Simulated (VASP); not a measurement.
# Zr (P6_3/mmc) in VASP: notebook

Zr is run at these levels: r2SCAN; tasks: single point.

Program: VASP 6.6.1. These are calculated values, not measurements. Logs are shortened: lines on timing, memory, paths and dates and some standing lists are left out, and cuts for length are marked.

## 1. The cell of the first run

It takes space group P6_3/mmc (No. 194, hexagonal). The conventional cell has a = 3.238 Å, b = 3.238 Å, c = 10.392 Å, α = 90.00°, β = 90.00°, γ = 120.00°. Within 4.2 Å of Zr (site symmetry -3m) lie 12 Zr at 3.20 to 3.24 Å. Within 4.2 Å of Zr (site symmetry -6m2) lie 12 Zr at 3.20 to 3.24 Å.

## 2. Single point, r2SCAN

POSCAR

```
Zr
1.0
    3.2376121576      0.0000000000      0.0000000000
   -1.6188060788      2.8038543761      0.0000000000
    0.0000000000      0.0000000000     10.3920789931
Zr
4
Direct
    0.0000000000      0.0000000000      0.0000000000
    0.0000000000      0.0000000000      0.5000000000
    0.3333333333      0.6666666667      0.2500000000
    0.6666666667      0.3333333333      0.7500000000
```

INCAR.step1

```
SYSTEM = Zr
ALGO = Normal
EDIFF = 1E-4
ENCUT = 520
GGA = PE
ISMEAR = -1
LASPH = .True.
LCHARG = .False.
LREAL = .False.
LWAVE = .True.
NBANDS = 32
NELM = 60
PREC = Accurate
SIGMA = 0.1
```

INCAR.step2

```
SYSTEM = Zr
ALGO = Normal
EDIFF = 1E-6
ENCUT = 520
ISIF = 2
ISMEAR = -1
ISTART = 1
LASPH = .True.
LCHARG = .False.
LMIXTAU = .True.
LREAL = .False.
LWAVE = .False.
METAGGA = R2SCAN
NBANDS = 32
NELM = 60
PREC = Accurate
SIGMA = 0.1
```

KPOINTS

```
k-points
0
Gamma
  13 13 4
  0 0 0
```

Potentials or basis: VASP PAW PBE potentials, release 64 (Zr_sv).

The run is started by

```
$ cat potpaw_PBE.64/Zr_sv/POTCAR > POTCAR
$ cp INCAR.step1 INCAR
$ mpirun -np 1 vasp_std > vasp.out
$ cp INCAR.step2 INCAR
$ mpirun -np 1 vasp_std > vasp.out
```

OUTCAR:

```text
SYSTEM = Zr
   EDIFF = 1E-6
   ENCUT = 520
   ISIF = 2
   ISMEAR = -1
   ISTART = 1
   LASPH = .True.
   LREAL = .False.
   METAGGA = R2SCAN
   NELM = 60
   PREC = Accurate

 ion  position               nearest neighbor table
   1  0.000  0.000  0.000-   3 3.20   4 3.20   4 3.20   3 3.20   4 3.20   3 3.20
   2  0.000  0.000  0.500-   3 3.20   4 3.20   4 3.20   3 3.20   4 3.20   3 3.20
   3  0.333  0.667  0.250-   1 3.20   2 3.20   1 3.20   2 3.20   1 3.20   2 3.20
   4  0.667  0.333  0.750-   1 3.20   2 3.20   1 3.20   2 3.20   1 3.20   2 3.20

  LATTYP: Found a hexagonal cell.
 ALAT       =     3.2376121576
 C/A-ratio  =     3.2097973714

  Lattice vectors:

 A1 = (   3.2376121576,   0.0000000000,   0.0000000000)
 A2 = (  -1.6188060788,   2.8038543761,   0.0000000000)
 A3 = (   0.0000000000,   0.0000000000,  10.3920789931)

Analysis of symmetry for initial positions (statically):
=====================================================================
 Subroutine PRICEL returns:
 Original cell was already a primitive cell.

 Routine SETGRP: Setting up the symmetry group for a
 hexagonal supercell.

 Subroutine GETGRP returns: Found 24 space group operations
 (whereof 12 operations were pure point group operations)
 out of a pool of 24 trial point group operations.

The static configuration has the point symmetry D_3d.
 The point group associated with its full space group is D_6h.

Analysis of symmetry for dynamics (positions and initial velocities):
=====================================================================
 Subroutine PRICEL returns:
 Original cell was already a primitive cell.

 Routine SETGRP: Setting up the symmetry group for a
 hexagonal supercell.

 Subroutine GETGRP returns: Found 24 space group operations
 (whereof 12 operations were pure point group operations)
 out of a pool of 24 trial point group operations.

The dynamic configuration has the point symmetry D_3d.
 The point group associated with its full space group is D_6h.

 Subroutine INISYM returns: Found 24 space group operations
 (whereof 12 operations are pure point group operations),
 and found     1 'primitive' translations

----------------------------------------------------------------------------------------

                                     Primitive cell

  volume of cell :      94.3371

  direct lattice vectors                    reciprocal lattice vectors
     3.237612158  0.000000000  0.000000000     0.308869609  0.178325952  0.000000000
    -1.618806079  2.803854376  0.000000000     0.000000000  0.356651903  0.000000000
     0.000000000  0.000000000 10.392078993     0.000000000  0.000000000  0.096227136

  length of vectors
     3.237612158  3.237612158 10.392078993     0.356651903  0.356651903  0.096227136

  position of ions in fractional coordinates (direct lattice)
     0.000000000  0.000000000  0.000000000
     0.000000000  0.000000000  0.500000000
     0.333333333  0.666666667  0.250000000
     0.666666667  0.333333333  0.750000000

  ion indices of the primitive-cell ions
   primitive index   ion index
                 1           1
                 2           2
                 3           3
                 4           4

----------------------------------------------------------------------------------------

 KPOINTS: k-points

Automatic generation of k-mesh.
 Grid dimensions read from file:
 generate k-points for:   13   13    4

 Generating k-lattice:

  Cartesian coordinates                     Fractional coordinates (reciprocal lattice)
     0.023759201  0.013717381  0.000000000     0.076923077  0.000000000  0.000000000
     0.000000000  0.027434762  0.000000000     0.000000000  0.076923077  0.000000000
     0.000000000  0.000000000  0.024056784     0.000000000  0.000000000  0.250000000

  Length of vectors
     0.027434762  0.027434762  0.024056784

  Shift w.r.t. Gamma in fractional coordinates (k-lattice)
     0.000000000  0.000000000  0.000000000

 Subroutine IBZKPT returns following result:
 ===========================================

 Found     63 irreducible k-points:

 Following reciprocal coordinates:
            Coordinates               Weight
  0.000000  0.000000  0.000000      1.000000
  0.076923  0.000000  0.000000      6.000000
  0.153846  0.000000  0.000000      6.000000
  0.230769  0.000000  0.000000      6.000000
  0.307692  0.000000  0.000000      6.000000
  0.384615  0.000000  0.000000      6.000000
[... 16 lines left out ...]
  0.076923  0.000000  0.250000     12.000000
  0.153846  0.000000  0.250000     12.000000
 [... further k-points ...]
   k-points           NKPTS =     63   k-points in BZ     NKDIM =     63   number of bands    NBANDS=     32
   number of dos      NEDOS =    301   number of ions     NIONS =      4
   total plane-waves  NPLWV =  46080
   dimension x,y,z NGX =    24 NGY =   24 NGZ =   80
   dimension x,y,z NGXF=    48 NGYF=   48 NGZF=  160
   ions per type =               4
   NGX,Y,Z   is equivalent  to a cutoff of  12.32, 12.32, 12.80 a.u.
   NGXF,Y,Z  is equivalent  to a cutoff of  24.65, 24.65, 25.60 a.u.
 SYSTEM =  Zr
   PREC   = accura    normal or accurate (medium, high low for compatibility)
   ISTART =      1    job   : 0-new  1-cont  2-samecut
   ICHARG =      0    charge: 1-file 2-atom 10-const
   ISPIN  =      1    spin polarized calculation?
   LNONCOLLINEAR =      F non collinear calculations
   LSORBIT =      F    spin-orbit coupling
   LASPH  =      T    aspherical Exc in radial PAW
   ENCUT  =  520.0 eV  38.22 Ry    6.18 a.u.   6.02  6.02 19.32*2*pi/ulx,y,z
   NELM   =     60;   NELMIN=  2; NELMDL=  0     # of ELM steps
   EDIFF  = 0.1E-05   stopping-criterion for ELM
   LREAL  =      F    real-space projection
   EDIFFG = 0.1E-04   stopping-criterion for IOM
   NSW    =      0    number of steps for IOM
   IBRION =     -1    ionic relax: 0-MD 1-quasi-New 2-CG
   NFREE  =      0    steps in history (QN), initial steepest desc. (CG)
   ISIF   =      2    stress and relaxation
   ISYM   =      2    0-nonsym 1-usesym 2-fastsym
   POTIM  = 0.5000    time-step for ionic-motion
   TEBEG  =    0.0;   TEEND  =   0.0 temperature during run
   PSTRESS=    0.0 pullay stress
   NELECT =      48.0000    total number of electrons
   NUPDOWN=      -1.0000    fix difference up-down
   EMIN   =  10.00;   EMAX   =-10.00  energy-range for DOS
   EFERMI =   0.00;   METHOD = LEGACY
   ISMEAR =    -1;   SIGMA  =   0.10  broadening in eV -4-tet -1-fermi 0-gaus
   EFERMI_NEDOS =   21; number of points for ismear=-14 and -15
   IALGO  =     38    algorithm
   IMIX   =      4    mixing-type and parameters
     AMIX     =   0.40;   BMIX     =  1.00
     AMIX_MAG =   1.60;   BMIX_MAG =  1.00
  volume/ion in A,a.u.               =      23.58       159.15
  Fermi-wavevector in a.u.,A,eV,Ry     =   1.306956  2.469789 23.240578  1.708134
  Thomas-Fermi vector in A             =   2.437723
   LORBIT       =      0    0 simple, 1 ext, 2 COOP (PROOUT), +10 PAW based schemes
   METAGGA = R2SCAN    functional components
   LHFCALC =     F    Hartree Fock is set to
   AEXX    =    0.0000 exact exchange contribution
   IVDW    =     0    specifies the selected vdW correction
   LEPSILON=     F    determine dielectric tensor
   LRPA    =     F    only Hartree local field effects (RPA)
 non-spin polarized calculation
  energy-cutoff  :      520.00
  volume of cell :       94.34
 maximum number of plane-waves:      2580
   NGX = 13   NGY = 13   NGZ = 39

 number of electron      48.0000002 magnetization

 Free energy of the ion-electron system (eV)
  ---------------------------------------------------
  ext. energy  EPLUGINS =         0.00000000
  ---------------------------------------------------
  free energy    TOTEN  =       -90.87460517 eV

  energy without entropy =      -90.68870891  energy(sigma->0) =      -90.78165704

 E-fermi :   8.7963     XC(G=0): -11.8964

 val. band max:        8.7946480454   @ k =   0.4615   0.0000   0.0000
 cond. band min:       8.8032664091   @ k =   0.4615   0.0769   0.2500
 fundamental gap:      0.0086183637
 Fermi energy:         8.7963104475

 k-point     1 :       0.0000    0.0000    0.0000
  band No.  band energies     occupation
      1     -41.6773      2.00000
      2     -41.6134      2.00000
      3     -41.5860      2.00000
      4     -41.5208      2.00000
      5     -19.4924      2.00000
      6     -19.0124      2.00000
[... 24 lines left out ...]
     31      10.3769      0.00000
     32      10.3769      0.00000

 k-point     2 :       0.0769    0.0000    0.0000
  band No.  band energies     occupation
      1     -41.6703      2.00000
      2     -41.6083      2.00000
      3     -41.5809      2.00000
      4     -41.5177      2.00000
      5     -19.4740      2.00000
      6     -19.0191      2.00000
[... 24 lines left out ...]
     31      10.4078      0.00000
     32      10.5162      0.00000

 k-point     3 :       0.1538    0.0000    0.0000
  band No.  band energies     occupation
      1     -41.6506      2.00000
      2     -41.5942      2.00000
      3     -41.5667      2.00000
      4     -41.5093      2.00000
      5     -19.4210      2.00000
      6     -19.0503      2.00000
[... 24 lines left out ...]
     31      10.7874      0.00000
     32      10.9222      0.00000

 k-point     4 :       0.2308    0.0000    0.0000
  band No.  band energies     occupation
      1     -41.6218      2.00000
      2     -41.5742      2.00000
      3     -41.5467      2.00000
      4     -41.4984      2.00000
      5     -19.3419      2.00000
      6     -19.1322      2.00000
[... 654 lines left out ...]
     31      10.2728      0.00000
     32      10.2728      0.00000

 k-point    23 :       0.0769    0.0000    0.2500
  band No.  band energies     occupation
      1     -41.6647      2.00000
      2     -41.6263      2.00000
      3     -41.5627      2.00000
      4     -41.5234      2.00000
      5     -19.4397      2.00000
      6     -19.1923      2.00000
[... 24 lines left out ...]
     31      10.2809      0.00000
     32      10.3929      0.00000

 k-point    24 :       0.1538    0.0000    0.2500
  band No.  band energies     occupation
      1     -41.6455      2.00000
      2     -41.6102      2.00000
      3     -41.5505      2.00000
      4     -41.5145      2.00000
      5     -19.3924      2.00000
      6     -19.1874      2.00000
[... 24 lines left out ...]
     31      10.5880      0.00000
     32      10.7343      0.00000

 [... further k-points ...]

------------------------ aborting loop because EDIFF is reached ----------------------------------------

  FORCE on cell =-STRESS in cart. coord.  units (eV):
  Direction    XX          YY          ZZ          XY          YZ          ZX
  --------------------------------------------------------------------------------------
  -------------------------------------------------------------------------------------
  Total        0.0619403      0.0619403     -0.0051337      0.0000000      0.0000000      0.0000000
  in kB        1.0519651      1.0519651     -0.0871876      0.0000000      0.0000000      0.0000000
  external PRESSURE =       0.6722475 kB  Pullay stress =       0.0000000 kB

 VOLUME and BASIS-vectors are now :
 -----------------------------------------------------------------------------
  energy-cutoff  :      520.00
  volume of cell :       94.34
      direct lattice vectors                 reciprocal lattice vectors
     3.237612158  0.000000000  0.000000000     0.308869609  0.178325952  0.000000000
    -1.618806079  2.803854376  0.000000000     0.000000000  0.356651903  0.000000000
     0.000000000  0.000000000 10.392078993     0.000000000  0.000000000  0.096227136

 POSITION                                       TOTAL-FORCE (eV/Angst)
 -----------------------------------------------------------------------------------
      0.00000      0.00000      0.00000        -0.000000      0.000000      0.000000
      0.00000      0.00000      5.19604        -0.000000      0.000000      0.000000
     -0.00000      1.86924      2.59802        -0.000000     -0.000000     -0.000000
      1.61881      0.93462      7.79406         0.000000      0.000000     -0.000000
 -----------------------------------------------------------------------------------
    total drift:                               -0.000000      0.000000     -0.000000

  FREE ENERGIE OF THE ION-ELECTRON SYSTEM (eV)
  ---------------------------------------------------
  free  energy   TOTEN  =       -90.8746051684 eV

  energy  without entropy=      -90.6887089083  energy(sigma->0) =      -90.78165704
```

It took 4.8 min on 1 thread of Intel Xeon Platinum 8488C (Sapphire Rapids), shared host; peak memory 0.3 GiB.

Results:

* Free energy: -90.8746 eV
* Pressure: 0.1 GPa
* Band gap on the k mesh: zero (band 24 reaches 9.72 eV, above the bottom of band 25 at 8.25 eV)

Caveat: the PAW data sets were made with another functional, which shifts forces and pressure a little.

## 3. Single point, r2SCAN (volume scaled by 1.04)

POSCAR

```
Zr
1.0
    3.2802172034      0.0000000000      0.0000000000
   -1.6401086017      2.8407514280      0.0000000000
    0.0000000000      0.0000000000     10.5288325571
Zr
4
Direct
    0.0000000000      0.0000000000      0.0000000000
    0.0000000000      0.0000000000      0.5000000000
    0.3333333333      0.6666666667      0.2500000000
    0.6666666667      0.3333333333      0.7500000000
```

INCAR.step1

```
ALGO = Normal ; EDIFF = 1E-4
ENCUT = 520 ; GGA = PE
ISMEAR = -1 ; LASPH = True
LCHARG = False ; LREAL = False
LWAVE = True ; NBANDS = 32
NELM = 80 ; PREC = Accurate
SIGMA = 0.1
```

INCAR.step2

```
ALGO = Normal ; EDIFF = 1E-7
ENCUT = 520 ; ISIF = 2
ISMEAR = -1 ; ISTART = 1
LASPH = True ; LCHARG = True
LELF = True ; LMIXTAU = True
LREAL = False ; LVHAR = True
LWAVE = False ; METAGGA = R2SCAN
NBANDS = 32 ; NELM = 80
PREC = Accurate ; SIGMA = 0.1
```

KPOINTS

```
k-points
0
Gamma
  13 13 4
```

Potentials or basis: VASP PAW PBE potentials, release 64 (Zr_sv).

The run is started by

```
$ cat potpaw_PBE.64/Zr_sv/POTCAR > POTCAR
$ cp INCAR.step1 INCAR
$ mpirun -np 1 vasp_std > vasp.out
$ cp INCAR.step2 INCAR
$ mpirun -np 1 vasp_std > vasp.out
```

Wall time 9.1 min (1 thread of Intel Xeon Platinum 8488C (Sapphire Rapids), shared host); peak memory 0.31 GiB.

Results (log left out):

```
Free energy            : -90.8357 eV
Pressure               : -3.3 GPa
Band gap on the k mesh : zero (band 24 reaches 9.30 eV, above the bottom of band 25 at 7.84 eV)
```

Stress tensor (GPa, compression positive):
```
-3.23  0.00  0.00
 0.00 -3.23  0.00
 0.00  0.00 -3.48
```

Levels at points of the mesh, in eV from the Fermi level:
```tsv
k point	band 21	band 22	band 23	band 24	band 25	band 26	band 27	band 28
(0.00, 0.00, 0.00)	0.05	0.11	0.88	0.88	0.88	0.97	0.97	1.18
(0.00, 0.00, 0.50)	0.27	0.27	0.75	0.75	1.04	1.04	1.04	1.04
```

Caveat: the PAW data sets were made with another functional, which shifts forces and pressure a little.

## 4. Single point, r2SCAN (volume scaled by 1.08)

POSCAR

```
Zr
1.0
    3.3217433485      0.0000000000      0.0000000000
   -1.6608716742      2.8767141246      0.0000000000
    0.0000000000      0.0000000000     10.6621230685
Zr
4
Direct
    0.0000000000      0.0000000000      0.0000000000
    0.0000000000      0.0000000000      0.5000000000
    0.3333333333      0.6666666667      0.2500000000
    0.6666666667      0.3333333333      0.7500000000
```

INCAR.step1

```
SYSTEM = Zr
  PREC = Accurate
  ENCUT = 520
  ISMEAR = -1
  SIGMA = 0.1
  LREAL = .FALSE.
  LASPH = .TRUE.
  NELM = 80
  NBANDS = 32
  GGA = PE
  ALGO = Normal
  EDIFF = 1E-4
  LWAVE = .TRUE.
  LCHARG = .FALSE.
```

INCAR.step2

```
SYSTEM = Zr
  PREC = Accurate
  ENCUT = 520
  EDIFF = 1E-7
  ISMEAR = -1
  SIGMA = 0.1
  LREAL = .FALSE.
  LASPH = .TRUE.
  NELM = 80
  ALGO = Normal
  ISIF = 2
  LWAVE = .FALSE.
  LCHARG = .TRUE.
  METAGGA = R2SCAN
  LMIXTAU = .TRUE.
  LELF = .TRUE.
  LVHAR = .TRUE.
  NBANDS = 32
  ISTART = 1
```

KPOINTS

```
regular mesh
0
G
  13 13 4
  0 0 0
```

The run is started by

```
$ cat potpaw_PBE.64/Zr_sv/POTCAR > POTCAR
$ cp INCAR.step1 INCAR
$ mpirun -np 1 vasp_std > vasp.out
$ cp INCAR.step2 INCAR
$ mpirun -np 1 vasp_std > vasp.out
```

Wall time 11 min (1 thread of Intel Xeon Platinum 8488C (Sapphire Rapids), shared host); peak memory 0.34 GiB.

It converged, with:

```yaml
Free_energy: -90.7232 eV
Pressure: -6.2 GPa
Band_gap_on_the_k_mesh: zero (band 24 reaches 8.89 eV, above the bottom of band 25 at 7.46 eV)
```

Stress tensor (GPa, compression positive):
```
-6.09  0.00  0.00
 0.00 -6.09  0.00
 0.00  0.00 -6.41
```

Levels at points of the mesh, in eV from the Fermi level:
```
           k point  band 21  band 22  band 23  band 24  band 25  band 26  band 27  band 28
(0.00, 0.00, 0.00)     0.06     0.12     0.76     0.88     0.88     0.96     0.96     1.16
(0.00, 0.00, 0.50)     0.20     0.20     0.75     0.75     1.03     1.03     1.03     1.03
```

Caveat: the PAW data sets were made with another functional, which shifts forces and pressure a little.

## 5. Overview

```tsv
cell	gap on the mesh (eV)	pressure (GPa)
a = 3.238, b = 3.238, c = 10.392 Å, angles 90.0, 90.0, 120.0°, 4 atoms	none	0.1
a = 3.280, b = 3.280, c = 10.529 Å, angles 90.0, 90.0, 120.0°, 4 atoms	none	-3.3
a = 3.322, b = 3.322, c = 10.662 Å, angles 90.0, 90.0, 120.0°, 4 atoms	none	-6.2
```

Alike in all rows: task single point; level r2SCAN; potentials or basis VASP PAW PBE potentials, release 64 (Zr_sv); no spin polarisation; k mesh 13 × 13 × 4; cutoff (eV) 520; smearing fermi-dirac 0.1 eV.

Caveats: the PAW data sets were made with another functional, which shifts forces and pressure a little.

Absolute energies hang on the potentials; compare differences alone.
